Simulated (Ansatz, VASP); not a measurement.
# AlP in VASP and in Ansatz

INCAR

```
SYSTEM = AlP
PREC = Accurate ; ENCUT = 500
EDIFF = 1E-6 ; ISMEAR = -1
SIGMA = 0.01 ; LREAL = .False.
LASPH = .True. ; NELM = 120
ALGO = Normal ; ISIF = 2
LWAVE = .False. ; LCHARG = .False.
GGA = PE ; IVDW = 12
NBANDS = 11 ; GGA_COMPAT = .False.
```

Contents of KPOINTS:

```
Automatic mesh
0
Gamma
  6 6 6
  0 0 0
```

Contents of POSCAR:

```
AlP
1.0
    0.0000000000      2.7435501949      2.7435501949
    2.7435501949      0.0000000000      2.7435501949
    2.7435501949      2.7435501949      0.0000000000
Al P
1 1
Direct
    0.0000000000      0.0000000000      0.0000000000
    0.2500000000      0.2500000000      0.2500000000
```

Input for Ansatz:

```yaml
crystal:
  lattice:
    - [0.0, 2.7435501949060876, 2.7435501949060876]
    - [2.7435501949060876, 0.0, 2.7435501949060876]
    - [2.7435501949060876, 2.7435501949060876, 0.0]
  atoms:
    - { symbol: Al, position: [0.0, 0.0, 0.0] }
    - { symbol: P, position: [0.25, 0.25, 0.25] }
basis:
  ecutwfc: 517.016338673772
kpoints:
  mp_grid:
    grid: [6, 6, 6]
hamiltonian:
  xc: pbe
  dispersion: d3bj
  pseudopotentials:
    kind: paw
scf:
  occupations:
    method: fermi_dirac
    width: 0.01
output:
  stress: true
```

Alike in both runs: task single point; functional PBE; dispersion D3(BJ); k mesh 6 × 6 × 6; occupations fermi-dirac, width 0.01 eV; no spin polarisation.

```csv
,VASP,Ansatz
version,VASP 6.6.1,Ansatz 0.2.0
potentials or method,"VASP PAW PBE potentials, release 64 (Al, P), cutoff 500 eV","plane waves, PAW"
valence electrons in the cell,8,8
```

|  | VASP | Ansatz | Ansatz less VASP |
| --- | --- | --- | --- |
| pressure (GPa) | -1.7 | -1.6 | +0.09 |
